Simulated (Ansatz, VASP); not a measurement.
# One calculation of Mg2Si, two programs

Contents of INCAR:

```
SYSTEM = Mg2Si
PREC = Accurate
ENCUT = 600
EDIFF = 1E-6
ISMEAR = 1
SIGMA = 0.6
LREAL = .FALSE.
LASPH = .TRUE.
NELM = 120
ALGO = Normal
ISIF = 2
LWAVE = .FALSE.
LCHARG = .FALSE.
GGA = CA
NBANDS = 11
GGA_COMPAT = .FALSE.
```

KPOINTS

```
regular mesh
0
G
  6 6 6
  0 0 0
```

File POSCAR:

```
Mg2Si
1.0
    0.0000000000      3.1698179195      3.1698179195
    3.1698179195      0.0000000000      3.1698179195
    3.1698179195      3.1698179195      0.0000000000
Mg Si
2 1
Direct
    0.2500000000      0.2500000000      0.2500000000
    0.7500000000      0.7500000000      0.7500000000
    0.0000000000      0.0000000000      0.0000000000
```

Input for Ansatz:

```yaml
crystal:
  lattice:
    - [0.0, 3.1698179195, 3.1698179195]
    - [3.1698179195, 0.0, 3.1698179195]
    - [3.1698179195, 3.1698179195, 0.0]
  atoms:
    - { symbol: Mg, position: [0.25, 0.25, 0.25] }
    - { symbol: Mg, position: [0.75, 0.75, 0.75] }
    - { symbol: Si, position: [0.0, 0.0, 0.0] }
basis:
  ecutwfc: 420
kpoints:
  mp_grid: { grid: [6, 6, 6] }
hamiltonian:
  xc: lda
scf:
  occupations: { method: methfessel_paxton, width: 0.6 }
output:
  forces: true
  stress: true
  eigenvalues: true
```

Alike in both runs: task single point; functional LDA; k mesh 6 × 6 × 6; occupations methfessel-paxton of order 1, width 0.6 eV; no spin polarisation.

|  | VASP | Ansatz |
| --- | --- | --- |
| version | VASP 6.6.1 | Ansatz 0.2.0 |
| potentials or method | VASP PAW LDA potentials, release 64 (Mg, Si), cutoff 600 eV | scalar-relativistic, plane waves, PAW |
| valence electrons in the cell | 8 | 24 |

|  | VASP | Ansatz | Ansatz less VASP |
| --- | --- | --- | --- |
| gap on the k mesh at the Fermi level (eV) | 0.16 | 0.16 | +0.001 |
| least direct gap on the mesh (eV) | 1.78 | 1.76 | -0.015 |
| pressure (GPa) | -2.4 | -2.1 | +0.28 |

LDA's correlation is that of Perdew and Zunger in VASP and of Perdew and Wang (1992) in Ansatz. VASP's potentials hold 8 valence electrons a cell and Ansatz's 24, so a difference there can come from the potentials and not from the codes.
